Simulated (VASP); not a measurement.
# Cu (Fm-3m) in VASP: further runs

Cu is run at these levels: LDA; tasks: single point.

Program: VASP 6.6.1. These are calculated values, not measurements. Logs are shortened: lines on timing, memory, paths and dates and some standing lists are left out, and cuts for length are marked.

**1. The cell of the first run**

It takes space group Fm-3m (No. 225, cubic). Conventional cell: a = 3.516 Å, b = 3.516 Å, c = 3.516 Å, α = 90.00°, β = 90.00°, γ = 90.00°. Cu (site symmetry m-3m) has 12 Cu at 2.49 Å within 3.3 Å.

**2. Single point, LDA**

The input, INCAR:

```
SYSTEM = Cu
ALGO = Normal ; EDIFF = 1E-6
ENCUT = 520 ; ISIF = 2
ISMEAR = 1 ; LASPH = .True.
LCHARG = .True. ; LELF = .True.
LREAL = .False. ; LVHAR = .True.
LWAVE = .False. ; NBANDS = 12
NELM = 100 ; PREC = Accurate
SIGMA = 0.15
```

The input, KPOINTS:

```
k-points
0
Gamma
  14 14 14
  0 0 0
```

The input, POSCAR:

```
Cu
1.0
    0.0000000000      1.7579543034      1.7579543034
    1.7579543034      0.0000000000      1.7579543034
    1.7579543034      1.7579543034      0.0000000000
Cu
1
Direct
    0.0000000000      0.0000000000      0.0000000000
```

Potentials or basis: VASP PAW LDA potentials, release 64 (Cu).

On the command line:

```console
cat potpaw_LDA.64/Cu/POTCAR > POTCAR
mpirun -np 1 vasp_std > vasp.out
```

OUTCAR:

```text
SYSTEM = Cu
   EDIFF = 1E-6
   ENCUT = 520
   ISIF = 2
   ISMEAR = 1
   LASPH = .True.
   LREAL = .False.
   NELM = 100
   PREC = Accurate

 ion  position               nearest neighbor table
   1  0.000  0.000  0.000-

  LATTYP: Found a face centered cubic cell.
 ALAT       =     3.5159086068

  Lattice vectors:

 A1 = (   0.0000000000,   1.7579543034,   1.7579543034)
 A2 = (   1.7579543034,   0.0000000000,   1.7579543034)
 A3 = (   1.7579543034,   1.7579543034,   0.0000000000)

Analysis of symmetry for initial positions (statically):
=====================================================================
 Subroutine PRICEL returns:
 Original cell was already a primitive cell.

 Routine SETGRP: Setting up the symmetry group for a
 face centered cubic supercell.

 Subroutine GETGRP returns: Found 48 space group operations
 (whereof 48 operations were pure point group operations)
 out of a pool of 48 trial point group operations.

The static configuration has the point symmetry O_h .

Analysis of symmetry for dynamics (positions and initial velocities):
=====================================================================
 Subroutine PRICEL returns:
 Original cell was already a primitive cell.

 Routine SETGRP: Setting up the symmetry group for a
 face centered cubic supercell.

 Subroutine GETGRP returns: Found 48 space group operations
 (whereof 48 operations were pure point group operations)
 out of a pool of 48 trial point group operations.

The dynamic configuration has the point symmetry O_h .

 Subroutine INISYM returns: Found 48 space group operations
 (whereof 48 operations are pure point group operations),
 and found     1 'primitive' translations

----------------------------------------------------------------------------------------

                                     Primitive cell

  volume of cell :      10.8656

  direct lattice vectors                    reciprocal lattice vectors
     0.000000000  1.757954303  1.757954303    -0.284421500  0.284421500  0.284421500
     1.757954303  0.000000000  1.757954303     0.284421500 -0.284421500  0.284421500
     1.757954303  1.757954303  0.000000000     0.284421500  0.284421500 -0.284421500

  length of vectors
     2.486122818  2.486122818  2.486122818     0.492632489  0.492632489  0.492632489

  position of ions in fractional coordinates (direct lattice)
     0.000000000  0.000000000  0.000000000

  ion indices of the primitive-cell ions
   primitive index   ion index
                 1           1

----------------------------------------------------------------------------------------

 KPOINTS: k-points

Automatic generation of k-mesh.
 Grid dimensions read from file:
 generate k-points for:   14   14   14

 Generating k-lattice:

  Cartesian coordinates                     Fractional coordinates (reciprocal lattice)
    -0.020315821  0.020315821  0.020315821     0.071428571  0.000000000  0.000000000
     0.020315821 -0.020315821  0.020315821     0.000000000  0.071428571  0.000000000
     0.020315821  0.020315821 -0.020315821     0.000000000  0.000000000  0.071428571

  Length of vectors
     0.035188035  0.035188035  0.035188035

  Shift w.r.t. Gamma in fractional coordinates (k-lattice)
     0.000000000  0.000000000  0.000000000

 Subroutine IBZKPT returns following result:
 ===========================================

 Found    104 irreducible k-points:

 Following reciprocal coordinates:
            Coordinates               Weight
  0.000000  0.000000  0.000000      1.000000
  0.071429  0.000000  0.000000      8.000000
  0.142857  0.000000  0.000000      8.000000
  0.214286  0.000000  0.000000      8.000000
  0.285714  0.000000  0.000000      8.000000
  0.357143  0.000000  0.000000      8.000000
[... 16 lines left out ...]
  0.214286  0.142857  0.000000     24.000000
  0.285714  0.142857  0.000000     24.000000
 [... further k-points ...]
   k-points           NKPTS =    104   k-points in BZ     NKDIM =    104   number of bands    NBANDS=     12
   number of dos      NEDOS =    301   number of ions     NIONS =      1
   total plane-waves  NPLWV =   5832
   dimension x,y,z NGX =    18 NGY =   18 NGZ =   18
   dimension x,y,z NGXF=    36 NGYF=   36 NGZF=   36
   ions per type =               1
   NGX,Y,Z   is equivalent  to a cutoff of  12.04, 12.04, 12.04 a.u.
   NGXF,Y,Z  is equivalent  to a cutoff of  24.07, 24.07, 24.07 a.u.
 SYSTEM =  Cu
   PREC   = accura    normal or accurate (medium, high low for compatibility)
   ISTART =      0    job   : 0-new  1-cont  2-samecut
   ICHARG =      2    charge: 1-file 2-atom 10-const
   ISPIN  =      1    spin polarized calculation?
   LNONCOLLINEAR =      F non collinear calculations
   LSORBIT =      F    spin-orbit coupling
   LASPH  =      T    aspherical Exc in radial PAW
   ENCUT  =  520.0 eV  38.22 Ry    6.18 a.u.   4.62  4.62  4.62*2*pi/ulx,y,z
   NELM   =    100;   NELMIN=  2; NELMDL= -5     # of ELM steps
   EDIFF  = 0.1E-05   stopping-criterion for ELM
   LREAL  =      F    real-space projection
   EDIFFG = 0.1E-04   stopping-criterion for IOM
   NSW    =      0    number of steps for IOM
   IBRION =     -1    ionic relax: 0-MD 1-quasi-New 2-CG
   NFREE  =      0    steps in history (QN), initial steepest desc. (CG)
   ISIF   =      2    stress and relaxation
   ISYM   =      2    0-nonsym 1-usesym 2-fastsym
   POTIM  = 0.5000    time-step for ionic-motion
   TEBEG  =    0.0;   TEEND  =   0.0 temperature during run
   PSTRESS=    0.0 pullay stress
   NELECT =      11.0000    total number of electrons
   NUPDOWN=      -1.0000    fix difference up-down
   EMIN   =  10.00;   EMAX   =-10.00  energy-range for DOS
   EFERMI =   0.00;   METHOD = LEGACY
   ISMEAR =     1;   SIGMA  =   0.15  broadening in eV -4-tet -1-fermi 0-gaus
   EFERMI_NEDOS =   21; number of points for ismear=-14 and -15
   IALGO  =     38    algorithm
   IMIX   =      4    mixing-type and parameters
     AMIX     =   0.40;   BMIX     =  1.00
     AMIX_MAG =   1.60;   BMIX_MAG =  1.00
  volume/ion in A,a.u.               =      10.87        73.32
  Fermi-wavevector in a.u.,A,eV,Ry     =   1.643822  3.106373 36.764997  2.702151
  Thomas-Fermi vector in A             =   2.733892
   LORBIT       =      0    0 simple, 1 ext, 2 COOP (PROOUT), +10 PAW based schemes
   GGA     = CA    functional components
   LHFCALC =     F    Hartree Fock is set to
   AEXX    =    0.0000 exact exchange contribution
   IVDW    =     0    specifies the selected vdW correction
   LEPSILON=     F    determine dielectric tensor
   LRPA    =     F    only Hartree local field effects (RPA)
 non-spin polarized calculation
 Methfessel and Paxton  Order N= 1 SIGMA  =   0.15
  energy-cutoff  :      520.00
  volume of cell :       10.87
 maximum number of plane-waves:       303
   NGX =  9   NGY =  9   NGZ =  9

 number of electron      10.9999994 magnetization

 Free energy of the ion-electron system (eV)
  ---------------------------------------------------
  ext. energy  EPLUGINS =         0.00000000
  ---------------------------------------------------
  free energy    TOTEN  =        -4.70700973 eV

  energy without entropy =       -4.70696968  energy(sigma->0) =       -4.70699638

 E-fermi :   8.4096     XC(G=0): -13.5966

 val. band max:        8.3393567869   @ k =   0.5000   0.2857   0.1429
 cond. band min:       8.4629348387   @ k =   0.5000   0.2143   0.0714
 fundamental gap:      0.1235780518
 Fermi energy:         8.4096044565

 k-point     1 :       0.0000    0.0000    0.0000
  band No.  band energies     occupation
      1      -1.5700      2.00000
      2       5.0941      2.00000
      3       5.0941      2.00000
      4       5.0941      2.00000
      5       6.0475      2.00000
      6       6.0475      2.00000
      7      31.7682      0.00000
      8      34.9066      0.00000
      9      34.9066      0.00000
     10      34.9066      0.00000
     11      37.5286      0.00000
     12      37.5286      0.00000

 k-point     2 :       0.0714    0.0000    0.0000
  band No.  band energies     occupation
      1      -1.3729      2.00000
      2       5.0490      2.00000
      3       5.1336      2.00000
      4       5.1336      2.00000
      5       6.0319      2.00000
      6       6.0319      2.00000
      7      30.7046      0.00000
      8      33.0625      0.00000
      9      34.3588      0.00000
     10      34.3588      0.00000
     11      38.3330      0.00000
     12      38.3330      0.00000

 k-point     3 :       0.1429    0.0000    0.0000
  band No.  band energies     occupation
      1      -0.7941      2.00000
      2       4.9357      2.00000
      3       5.2244      2.00000
      4       5.2244      2.00000
      5       6.0112      2.00000
      6       6.0112      2.00000
      7      27.2100      0.00000
      8      32.4773      0.00000
      9      33.4889      0.00000
     10      33.4889      0.00000
     11      39.3755      0.00000
     12      39.6857      0.00000
[... 286 lines left out ...]
 k-point    23 :       0.2143    0.1429    0.0000
  band No.  band energies     occupation
      1       0.1309      2.00000
      2       4.6278      2.00000
      3       5.4170      2.00000
      4       5.4769      2.00000
      5       5.7590      2.00000
      6       6.2317      2.00000
      7      26.4231      0.00000
      8      28.9545      0.00000
      9      30.0737      0.00000
     10      32.1781      0.00000
     11      35.4128      0.00000
     12      41.7224      0.00000

 k-point    24 :       0.2857    0.1429    0.0000
  band No.  band energies     occupation
      1       1.0844      2.00000
      2       4.5052      2.00000
      3       5.2686      2.00000
      4       5.5250      2.00000
      5       6.0668      2.00000
      6       6.3631      2.00000
      7      22.6986      0.00000
      8      28.1427      0.00000
      9      29.4246      0.00000
     10      31.5514      0.00000
     11      36.3830      0.00000
     12      41.0287      0.00000

 [... further k-points ...]

------------------------ aborting loop because EDIFF is reached ----------------------------------------

  FORCE on cell =-STRESS in cart. coord.  units (eV):
  Direction    XX          YY          ZZ          XY          YZ          ZX
  --------------------------------------------------------------------------------------
  -------------------------------------------------------------------------------------
  Total        0.0934469      0.0934469      0.0934469      0.0000000      0.0000000      0.0000000
  in kB       13.7791667     13.7791667     13.7791667      0.0000000      0.0000000      0.0000000
  external PRESSURE =      13.7791667 kB  Pullay stress =       0.0000000 kB

 VOLUME and BASIS-vectors are now :
 -----------------------------------------------------------------------------
  energy-cutoff  :      520.00
  volume of cell :       10.87
      direct lattice vectors                 reciprocal lattice vectors
     0.000000000  1.757954303  1.757954303    -0.284421500  0.284421500  0.284421500
     1.757954303  0.000000000  1.757954303     0.284421500 -0.284421500  0.284421500
     1.757954303  1.757954303  0.000000000     0.284421500  0.284421500 -0.284421500

 POSITION                                       TOTAL-FORCE (eV/Angst)
 -----------------------------------------------------------------------------------
      0.00000      0.00000      0.00000        -0.000000      0.000000      0.000000
 -----------------------------------------------------------------------------------
    total drift:                                0.000000      0.000000      0.000000

  FREE ENERGIE OF THE ION-ELECTRON SYSTEM (eV)
  ---------------------------------------------------
  free  energy   TOTEN  =        -4.7070097290 eV

  energy  without entropy=       -4.7069696808  energy(sigma->0) =       -4.70699638
```

It took 6.9 s on 1 thread of Intel Xeon Platinum 8559C (Emerald Rapids), shared host; peak memory 0.12 GiB.

Results:

```
Free energy : -4.7070 eV
Pressure    : 1.4 GPa
```

Levels at points of the mesh, in eV from the Fermi level:
```tsv
k point	band 4	band 5	band 6	band 7	band 8	band 9
(0.00, 0.00, 0.00)	-3.32	-2.36	-2.36	23.36	26.50	26.50
(0.50, 0.00, 0.00)	-1.72	-1.72	-1.21	4.19	21.84	23.26
(0.50, 0.50, 0.00)	-1.56	-1.56	1.45	7.74	13.68	13.68
```

**3. Single point, LDA**

This run uses another cell than the first one, of 11.18 Å³/atom, 1.029 times its volume.

The input, INCAR:

```
SYSTEM = Cu
  PREC = Accurate
  ENCUT = 520
  EDIFF = 1E-6
  ISMEAR = 1
  SIGMA = 0.15
  LREAL = .False.
  LASPH = .True.
  NELM = 100
  ALGO = Normal
  ISIF = 2
  LWAVE = .False.
  LCHARG = .False.
  GGA = CA
  NBANDS = 12
```

The input, KPOINTS:

```
regular mesh
0
Gamma
  14 14 14
  0 0 0
```

The input, POSCAR:

```
Cu
1.0
    0.0000000000      1.7747778548      1.7747778548
    1.7747778548      0.0000000000      1.7747778548
    1.7747778548      1.7747778548      0.0000000000
Cu
1
Direct
    0.0000000000      0.0000000000      0.0000000000
```

Potentials or basis: VASP PAW LDA potentials, release 64 (Cu).

On the command line:

```console
cat potpaw_LDA.64/Cu/POTCAR > POTCAR
mpirun -np 1 vasp_std > vasp.out
```

Wall time 7.7 s (1 thread of Intel Xeon Platinum 8559C (Emerald Rapids), shared host); peak memory 0.12 GiB.

Results (log left out):

```
Free energy : -4.7047 eV
Pressure    : -3.7 GPa
```

Levels at points of the mesh, in eV from the Fermi level:
```csv
k point,band 2,band 3,band 4,band 5,band 6,band 7,band 8,band 9,band 10,band 11
"(0.00, 0.00, 0.00)",-3.21,-3.21,-3.21,-2.29,-2.29,23.15,26.06,26.06,26.06,28.64
"(0.50, 0.00, 0.00)",-3.24,-3.24,-1.67,-1.67,-1.10,4.05,21.64,22.81,22.81,25.92
"(0.50, 0.50, 0.00)",-4.72,-1.69,-1.52,-1.52,1.48,7.54,13.47,13.47,18.25,21.22
```
